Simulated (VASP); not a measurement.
# Te2Mo: relaxation of cell and atoms with PBE

The system is Te2Mo.

```
Te Mo
1.0
     3.56565    0.00000    0.00000
    -1.78283    3.08795    0.00000
     0.00000    0.00000   14.64778
Te Mo
4 2
Direct
  0.33333 0.66667 0.62782
  0.66667 0.33333 0.12782
  0.66667 0.33333 0.37218
  0.33333 0.66667 0.87218
  0.33333 0.66667 0.25000
  0.66667 0.33333 0.75000
```

* Program: VASP 6.6.1
* Task: relaxation of cell and atoms
* Functional: PBE
* Potentials or basis: VASP PAW PBE potentials, release 64 (Te, Mo_sv)
* Cutoff: 600 eV
* k mesh: 12 × 12 × 2
* Occupations: gaussian, width 0.02 eV
* Spin: no spin polarisation
* Dipole correction: no
* Further INCAR settings: ALGO = Normal; EDIFF = 1e-06; IBRION = 2; EDIFFG = -0.02; NSW = 70; ISIF = 3

```yaml
Relaxed_volume: 27.39 Å³/atom
Relaxed_cell: a = 3.555 Å, b = 3.555 Å, c = 15.015 Å, α = 90.00°, β = 90.00°, γ = 120.00°
Space_group_after_relaxing_to_0.1_Å: P6_3/mmc (No. 194)
Energy_gained_by_relaxing: 2.1 meV/atom
Ionic_steps: 12
Pressure_after_relaxing: 0.0 GPa
Largest_force_after_relaxing: 0.009 eV/Å
Band_gap_on_the_k_mesh: 0.97 eV (least direct gap 1.03 eV)
```

Forces in eV/Å, atoms in the order of the input:
```
Te   0.000  0.000  0.009
Te   0.000  0.000  0.009
Te   0.000  0.000 -0.009
Te   0.000  0.000 -0.009
Mo   0.000  0.000  0.000
Mo   0.000  0.000  0.000
```

Step by step:
```tsv
step	energy change (eV)	largest force (eV/Å)	pressure (GPa)	volume (Å³)
1	0.0000	0.2010	0.73	161.28
2	0.0044	0.2851	-1.45	164.14
3	-0.0074	0.0191	-0.26	162.53
4	-0.0093	0.0282	-0.02	161.92
5	-0.0094	0.0303	0.05	161.78
6	-0.0094	0.0303	0.05	161.80
7	-0.0094	0.0293	0.01	161.86
8	-0.0094	0.0299	0.04	161.82
9	-0.0096	0.0289	0.04	161.93
10	-0.0102	0.0263	0.03	162.27
11	-0.0111	0.0206	0.03	162.95
12	-0.0125	0.0086	0.04	164.31
```

Final structure:
```
Te Mo
1.0
     3.55472    0.00000    0.00000
    -1.77736    3.07848    0.00000
     0.00000    0.00000   15.01521
Te Mo
4 2
Direct
  0.33333 0.66667 0.62946
  0.66667 0.33333 0.12946
  0.66667 0.33333 0.37054
  0.33333 0.66667 0.87054
  0.33333 0.66667 0.25000
  0.66667 0.33333 0.75000
```

Levels at points of the mesh, in eV from the valence-band top:
```
           k point  band 22  band 23  band 24  band 25  band 26  band 27  band 28  band 29  band 30  band 31
(0.00, 0.00, 0.00)    -0.92    -0.92    -0.80    -0.79    -0.09     2.96     2.96     3.01     3.01     3.21
(0.50, 0.00, 0.00)    -1.66    -0.80    -0.79    -0.43    -0.31     1.33     1.36     1.57     1.77     2.77
(0.00, 0.00, 0.50)    -0.92    -0.92    -0.92    -0.23    -0.23     2.98     2.98     2.98     2.98     3.26
(0.50, 0.00, 0.50)    -1.70    -0.79    -0.79    -0.37    -0.37     1.34     1.34     1.68     1.68     3.10
```

Run time: 46 min on 1 thread of Intel Xeon 8259CL, with other jobs on the host, peak memory 0.45 GiB.

Caveat: spin-orbit coupling is left out, which moves the levels of the heavy elements; this functional lacks dispersion, which binds layers or chains, so the pressure and a relaxed spacing across them are unreliable. A k mesh can miss the band edges.
